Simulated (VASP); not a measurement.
## Li3ZrN2: single point with PBE

Li3ZrN2:

```
Li Zr N
1.0
     3.44349    0.00000    0.00000
    -1.72174    2.98215    0.00000
     0.00000    0.00000    8.30138
Li Zr N
3 1 2
Direct
  0.66667 0.33333 0.75921
  0.66667 0.33333 0.24079
  0.66667 0.33333 0.50000
  0.33333 0.66667 0.00000
  0.33333 0.66667 0.24491
  0.33333 0.66667 0.75509
```

The cell was built from a structure type or drawn by symmetry, and may not be a known phase.

* Program: VASP 6.6.1
* Task: single point
* Functional: PBE
* Potentials or basis: VASP PAW PBE potentials, release 64 (Li_sv, Zr_sv, N)
* Cutoff: 520 eV
* k mesh: 6 × 6 × 2
* Occupations: gaussian, width 0.1 eV
* Spin: collinear spin
* Starting moments: [0.0, 0.0, 0.0, 1.0, 0.0, 0.0] μB

- Largest force: 0.034 eV/Å
- Net moment: 0.25 μB per cell
- Site moments: Li +0.00, -0.00 (each value once); Zr +0.05; N +0.05 μB
- Valence electrons inside the program's atomic spheres: Li 2.14, 2.04 (each value once); Zr 9.92; N 3.60

Forces on the atoms (eV/Å):
```
Li   0.000  0.000 -0.012
Li   0.000  0.000  0.012
Li   0.000  0.000  0.000
Zr   0.000  0.000  0.000
N    0.000  0.000  0.034
N    0.000  0.000 -0.034
```

Levels at points of the mesh, in eV from the Fermi level:
Spin up:
| k point | band 12 | band 13 | band 14 | band 15 | band 16 | band 17 | band 18 | band 19 | band 20 | band 21 |
| --- | --- | --- | --- | --- | --- | --- | --- | --- | --- | --- |
| (0.00, 0.00, 0.00) | -0.77 | -0.73 | -0.73 | 0.05 | 0.05 | 1.56 | 1.56 | 2.35 | 4.99 | 5.26 |
| (0.50, 0.00, 0.00) | -2.12 | -1.43 | -1.13 | -0.66 | 0.21 | 2.50 | 2.58 | 3.93 | 4.68 | 4.81 |
| (0.00, 0.00, 0.50) | -1.81 | -0.75 | -0.75 | 0.07 | 0.07 | 1.56 | 1.56 | 3.03 | 5.23 | 5.23 |
| (0.50, 0.00, 0.50) | -1.93 | -1.46 | -1.13 | -0.61 | -0.48 | 2.00 | 2.85 | 4.55 | 4.68 | 4.69 |
Spin down:
```
           k point  band 13  band 14  band 15  band 16  band 17  band 18
(0.00, 0.00, 0.00)    -0.64    -0.64     0.16     0.16     1.65     1.65
(0.50, 0.00, 0.00)    -1.34    -1.01    -0.56     0.26     2.57     2.63
(0.00, 0.00, 0.50)    -0.65    -0.65     0.19     0.19     1.65     1.65
(0.50, 0.00, 0.50)    -1.38    -1.01    -0.50    -0.44     2.02     2.96
```

Wall time 97 s on 1 thread of Intel(R) Xeon(R) Platinum 8259CL CPU @ 2.50GHz (Skylake/Cascade Lake) (shared host), peak memory 0.27 GiB.

Caveat: the k points lie up to 0.38 Å⁻¹ apart.
